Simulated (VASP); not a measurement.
# MgTe (P6_3mc) in VASP: further runs

MgTe is run at these levels: HSE06; tasks: single point.

Everything below comes from runs of VASP 6.6.1. Logs are shortened: lines on timing, memory, paths and dates and some standing lists are left out, and cuts for length are marked.

### 1 The cell of the first run

The structure is hexagonal, space group P6_3mc (No. 186). Conventional cell: a = 4.715 Å, b = 4.715 Å, c = 7.276 Å, α = 90.00°, β = 90.00°, γ = 120.00°. Mg (site symmetry 3m) has 4 Te at 2.81 to 2.84 Å within 3.7 Å. Te (site symmetry 3m) has 4 Mg at 2.81 to 2.84 Å within 3.7 Å.

### 2 Single point, HSE06 (epitaxial xy strain +3.0%)

File POSCAR:

```
MgTe
1.0
    4.7149647152      0.0000000000      0.0000000000
   -2.3574823576      4.0832792213      0.0000000000
    0.0000000000      0.0000000000      7.2755047511
Mg Te
2 2
Direct
    0.3333333333      0.6666666667     -0.0058966169
    0.6666666667      0.3333333333      0.4941033831
    0.3333333333      0.6666666667      0.3808966169
    0.6666666667      0.3333333333      0.8808966169
```

File INCAR.step1:

```
  PREC = Accurate
  ENCUT = 520
  EDIFF = 1E-5
  ISMEAR = 0
  SIGMA = 0.01
  LREAL = F
  LASPH = T
  NELM = 120
  ALGO = Normal
  ISIF = 2
  LWAVE = T
  LCHARG = F
  GGA = PE
  NBANDS = 16
  GGA_COMPAT = F
```

File INCAR.step2:

```
  PREC = Accurate
  ENCUT = 520
  EDIFF = 1E-6
  ISMEAR = 0
  SIGMA = 0.01
  LREAL = F
  LASPH = T
  NELM = 120
  ALGO = Normal
  ISIF = 2
  LWAVE = F
  LCHARG = F
  GGA = PE
  LHFCALC = T
  HFSCREEN = 0.2079
  PRECFOCK = Normal
  ISTART = 1
  NBANDS = 16
  GGA_COMPAT = F
```

File KPOINTS:

```
Automatic mesh
0
Gamma
  6 6 2
```

Potentials or basis: VASP PAW PBE potentials, release 64 (Mg, Te).

On the command line:

```console
cat potpaw_PBE.64/Mg/POTCAR potpaw_PBE.64/Te/POTCAR > POTCAR
cp INCAR.step1 INCAR
mpirun -np 1 vasp_std > vasp.out
cp INCAR.step2 INCAR
mpirun -np 1 vasp_std > vasp.out
```

OUTCAR:

```text
PREC = Accurate
   ENCUT = 520
   EDIFF = 1E-6
   ISMEAR = 0
   LREAL = F
   LASPH = T
   NELM = 120
   ISIF = 2
   GGA = PE
   LHFCALC = T
   HFSCREEN = 0.2079
   PRECFOCK = Normal
   ISTART = 1

 ion  position               nearest neighbor table
   1  0.333  0.667  0.994-   3 2.81   4 2.84   4 2.84   4 2.84
   2  0.667  0.333  0.494-   4 2.81   3 2.84   3 2.84   3 2.84
   3  0.333  0.667  0.381-   1 2.81   2 2.84   2 2.84   2 2.84
   4  0.667  0.333  0.881-   2 2.81   1 2.84   1 2.84   1 2.84

  LATTYP: Found a hexagonal cell.
 ALAT       =     4.7149647152
 C/A-ratio  =     1.5430666379

  Lattice vectors:

 A1 = (   4.7149647152,   0.0000000000,   0.0000000000)
 A2 = (  -2.3574823576,   4.0832792213,   0.0000000000)
 A3 = (   0.0000000000,   0.0000000000,   7.2755047511)

Analysis of symmetry for initial positions (statically):
=====================================================================
 Subroutine PRICEL returns:
 Original cell was already a primitive cell.

 Routine SETGRP: Setting up the symmetry group for a
 hexagonal supercell.

 Subroutine GETGRP returns: Found 12 space group operations
 (whereof  6 operations were pure point group operations)
 out of a pool of 24 trial point group operations.

The static configuration has the point symmetry C_3v.
 The point group associated with its full space group is C_6v.

Analysis of symmetry for dynamics (positions and initial velocities):
=====================================================================
 Subroutine PRICEL returns:
 Original cell was already a primitive cell.

 Routine SETGRP: Setting up the symmetry group for a
 hexagonal supercell.

 Subroutine GETGRP returns: Found 12 space group operations
 (whereof  6 operations were pure point group operations)
 out of a pool of 24 trial point group operations.

The dynamic configuration has the point symmetry C_3v.
 The point group associated with its full space group is C_6v.

 Subroutine INISYM returns: Found 12 space group operations
 (whereof  6 operations are pure point group operations),
 and found     1 'primitive' translations

----------------------------------------------------------------------------------------

                                     Primitive cell

  volume of cell :     140.0718

  direct lattice vectors                    reciprocal lattice vectors
     4.714964715  0.000000000  0.000000000     0.212090665  0.122450602  0.000000000
    -2.357482358  4.083279221  0.000000000     0.000000000  0.244901205  0.000000000
     0.000000000  0.000000000  7.275504751     0.000000000  0.000000000  0.137447508

  length of vectors
     4.714964715  4.714964715  7.275504751     0.244901205  0.244901205  0.137447508

  position of ions in fractional coordinates (direct lattice)
     0.333333333  0.666666667  0.994103383
     0.666666667  0.333333333  0.494103383
     0.333333333  0.666666667  0.380896617
     0.666666667  0.333333333  0.880896617

  ion indices of the primitive-cell ions
   primitive index   ion index
                 1           1
                 2           2
                 3           3
                 4           4

----------------------------------------------------------------------------------------

 KPOINTS: Automatic mesh

Automatic generation of k-mesh.
 Grid dimensions read from file:
 generate k-points for:    6    6    2

 Generating k-lattice:

  Cartesian coordinates                     Fractional coordinates (reciprocal lattice)
     0.035348444  0.020408434  0.000000000     0.166666667 -0.000000000  0.000000000
     0.000000000  0.040816867  0.000000000     0.000000000  0.166666667  0.000000000
     0.000000000  0.000000000  0.068723754     0.000000000  0.000000000  0.500000000

  Length of vectors
     0.040816867  0.040816867  0.068723754

  Shift w.r.t. Gamma in fractional coordinates (k-lattice)
     0.000000000  0.000000000  0.000000000

 Subroutine IBZKPT returns following result:
 ===========================================

 Found     14 irreducible k-points:

 Following reciprocal coordinates:
            Coordinates               Weight
  0.000000  0.000000  0.000000      1.000000
  0.166667 -0.000000  0.000000      6.000000
  0.333333 -0.000000  0.000000      6.000000
  0.500000 -0.000000  0.000000      3.000000
  0.166667  0.166667  0.000000      6.000000
  0.333333  0.166667  0.000000     12.000000
  0.333333  0.333333  0.000000      2.000000
  0.000000  0.000000  0.500000      1.000000
  0.166667 -0.000000  0.500000      6.000000
  0.333333 -0.000000  0.500000      6.000000
  0.500000 -0.000000  0.500000      3.000000
  0.166667  0.166667  0.500000      6.000000
  0.333333  0.166667  0.500000     12.000000
  0.333333  0.333333  0.500000      2.000000
   k-points           NKPTS =     14   k-points in BZ     NKDIM =     72   number of bands    NBANDS=     16
   number of dos      NEDOS =    301   number of ions     NIONS =      4
   total plane-waves  NPLWV =  69984
   dimension x,y,z NGX =    36 NGY =   36 NGZ =   54
   dimension x,y,z NGXF=    72 NGYF=   72 NGZF=  108
   ions per type =               2   2
   NGX,Y,Z   is equivalent  to a cutoff of  12.69, 12.69, 12.34 a.u.
   NGXF,Y,Z  is equivalent  to a cutoff of  25.39, 25.39, 24.68 a.u.
 SYSTEM =  unknown system
   PREC   = accura    normal or accurate (medium, high low for compatibility)
   ISTART =      1    job   : 0-new  1-cont  2-samecut
   ICHARG =      0    charge: 1-file 2-atom 10-const
   ISPIN  =      1    spin polarized calculation?
   LNONCOLLINEAR =      F non collinear calculations
   LSORBIT =      F    spin-orbit coupling
   LASPH  =      T    aspherical Exc in radial PAW
   ENCUT  =  520.0 eV  38.22 Ry    6.18 a.u.   8.77  8.77 13.53*2*pi/ulx,y,z
   NELM   =    120;   NELMIN=  2; NELMDL=  0     # of ELM steps
   EDIFF  = 0.1E-05   stopping-criterion for ELM
   LREAL  =      F    real-space projection
   EDIFFG = 0.1E-04   stopping-criterion for IOM
   NSW    =      0    number of steps for IOM
   IBRION =     -1    ionic relax: 0-MD 1-quasi-New 2-CG
   NFREE  =      0    steps in history (QN), initial steepest desc. (CG)
   ISIF   =      2    stress and relaxation
   ISYM   =      3    0-nonsym 1-usesym 2-fastsym
   POTIM  = 0.5000    time-step for ionic-motion
   TEBEG  =    0.0;   TEEND  =   0.0 temperature during run
   PSTRESS=    0.0 pullay stress
   NELECT =      16.0000    total number of electrons
   NUPDOWN=      -1.0000    fix difference up-down
   EMIN   =  10.00;   EMAX   =-10.00  energy-range for DOS
   EFERMI =   0.00;   METHOD = LEGACY
   ISMEAR =     0;   SIGMA  =   0.01  broadening in eV -4-tet -1-fermi 0-gaus
   EFERMI_NEDOS =   21; number of points for ismear=-14 and -15
   IALGO  =     38    algorithm
   IMIX   =      1    mixing-type and parameters
     AMIX     =   0.40;   BMIX     =  1.00
     AMIX_MAG =   1.60;   BMIX_MAG =  1.00
  volume/ion in A,a.u.               =      35.02       236.31
  Fermi-wavevector in a.u.,A,eV,Ry     =   0.794324  1.501056  8.584614  0.630951
  Thomas-Fermi vector in A             =   1.900434
   LORBIT       =      0    0 simple, 1 ext, 2 COOP (PROOUT), +10 PAW based schemes
   GGA     = PE    functional components
   LHFCALC =     T    Hartree Fock is set to
   PRECFOCK=normal    Normal, Fast or Accurate (Low or Medium for compatibility)
   ENCUT4O =  -1.0   cutoff for four orbital integrals eV
   NKREDX  =     1    reduce k-point grid by
   NKREDY  =     1    reduce k-point grid by
   NKREDZ  =     1    reduce k-point grid by
   AEXX    =    0.2500 exact exchange contribution
   HFSCREEN=    0.2079 screening length (either q_TF or 0.3 A-1)
   HFSCREENC=   0.2079 screening length for correlation (either q_TF or 0.3 A-1)
   ENCUTFOCK=  -1.0 apply spherical cutoff to Coloumb kernel
   IVDW    =     0    specifies the selected vdW correction
   LEPSILON=     F    determine dielectric tensor
   LRPA    =     F    only Hartree local field effects (RPA)
 non-spin polarized calculation
 Gauss-broadening in eV      SIGMA  =   0.01
  energy-cutoff  :      520.00
  volume of cell :      140.07
 maximum number of plane-waves:      3801
 NGX is ok and might be reduce to    36
  NGX = 28; NGY = 28; NGZ = 42

 number of electron      16.0000000 magnetization

 Free energy of the ion-electron system (eV)
  ---------------------------------------------------
  ext. energy  EPLUGINS =         0.00000000
  ---------------------------------------------------
  free energy    TOTEN  =       -15.06769017 eV

  energy without entropy =      -15.06769017  energy(sigma->0) =      -15.06769017

 E-fermi :   1.3451     XC(G=0):  -6.4854

 val. band max:        1.2838318773   @ k =   0.0000   0.0000   0.0000
 cond. band min:       4.1278430650   @ k =   0.0000   0.0000   0.0000
 fundamental gap:      2.8440111877
 Fermi energy:         1.3450979523

 k-point     1 :       0.0000    0.0000    0.0000
  band No.  band energies     occupation
      1      -9.9199      2.00000
      2      -9.2059      2.00000
      3      -2.2087      2.00000
      4       0.4042      2.00000
      5       0.4042      2.00000
      6       1.0084      2.00000
[... 8 lines left out ...]
     15       8.1310      0.00000
     16       9.0784      0.00000

 k-point     2 :       0.1667   -0.0000    0.0000
  band No.  band energies     occupation
      1      -9.8049      2.00000
      2      -9.1563      2.00000
      3      -2.0388      2.00000
      4      -0.3770      2.00000
      5       0.1273      2.00000
      6       0.1836      2.00000
[... 8 lines left out ...]
     15       8.4420      0.00000
     16       8.6624      0.00000

 k-point     3 :       0.3333   -0.0000    0.0000
  band No.  band energies     occupation
      1      -9.5282      2.00000
      2      -9.0805      2.00000
      3      -1.8128      2.00000
      4      -1.2467      2.00000
      5      -0.9892      2.00000
      6      -0.1666      2.00000
[... 8 lines left out ...]
     15       9.0722      0.00000
     16       9.6764      0.00000
[... 172 lines left out ...]
 k-point    13 :       0.3333    0.1667    0.5000
  band No.  band energies     occupation
      1      -9.2087      2.00000
      2      -9.2087      2.00000
      3      -2.0604      2.00000
      4      -2.0604      2.00000
      5      -0.3917      2.00000
      6      -0.3917      2.00000
[... 8 lines left out ...]
     15       9.1678      0.00000
     16       9.1678      0.00000

 k-point    14 :       0.3333    0.3333    0.5000
  band No.  band energies     occupation
      1      -9.1552      2.00000
      2      -9.1552      2.00000
      3      -2.0469      2.00000
      4      -2.0469      2.00000
      5      -0.8573      2.00000
      6      -0.8573      2.00000
[... 8 lines left out ...]
     15       9.2341      0.00000
     16       9.2341      0.00000

------------------------ aborting loop because EDIFF is reached ----------------------------------------

  FORCE on cell =-STRESS in cart. coord.  units (eV):
  Direction    XX          YY          ZZ          XY          YZ          ZX
  --------------------------------------------------------------------------------------
  -------------------------------------------------------------------------------------
  Total       -1.7964169     -1.7964169     -0.2544827      0.0000000      0.0000000     -0.0000000
  in kB      -20.5478823    -20.5478823     -2.9108387      0.0000000      0.0000000     -0.0000000
  external PRESSURE =     -14.6688677 kB  Pullay stress =       0.0000000 kB

 VOLUME and BASIS-vectors are now :
 -----------------------------------------------------------------------------
  energy-cutoff  :      520.00
  volume of cell :      140.07
      direct lattice vectors                 reciprocal lattice vectors
     4.714964715  0.000000000  0.000000000     0.212090665  0.122450602  0.000000000
    -2.357482358  4.083279221  0.000000000     0.000000000  0.244901205  0.000000000
     0.000000000  0.000000000  7.275504751     0.000000000  0.000000000  0.137447508

 POSITION                                       TOTAL-FORCE (eV/Angst)
 -----------------------------------------------------------------------------------
     -0.00000      2.72219      7.23260         0.000000      0.000000      0.006169
      2.35748      1.36109      3.59485         0.000000      0.000000      0.006169
     -0.00000      2.72219      2.77122         0.000000      0.000000     -0.006169
      2.35748      1.36109      6.40897        -0.000000     -0.000000     -0.006169
 -----------------------------------------------------------------------------------
    total drift:                               -0.000000     -0.000000      0.000011

  FREE ENERGIE OF THE ION-ELECTRON SYSTEM (eV)
  ---------------------------------------------------
  free  energy   TOTEN  =       -15.0676901722 eV

  energy  without entropy=      -15.0676901722  energy(sigma->0) =      -15.06769017
```

It took 51 min on 1 thread of AMD EPYC, shared host; peak memory 0.35 GiB.

Results:

```
Free energy            : -15.0677 eV
Pressure               : -1.5 GPa
Largest force          : 0.006 eV/Å
Band gap on the k mesh : 2.84 eV
```

Forces in eV/Å, atoms in the order of the input:
```
Mg   0.000  0.000  0.006
Mg   0.000  0.000  0.006
Te   0.000  0.000 -0.006
Te   0.000  0.000 -0.006
```

Stress tensor (GPa, compression positive):
```
-2.05  0.00  0.00
 0.00 -2.05  0.00
 0.00  0.00 -0.29
```

Caveat: the k points lie up to 0.43 Å⁻¹ apart; the cell differs from its parent crystal (epitaxial xy strain +3.0%); the PAW data sets were made with another functional, which shifts forces and pressure a little; spin-orbit coupling is left out, which moves the levels of the heavy elements.

(Continued in part 2 of 2.)
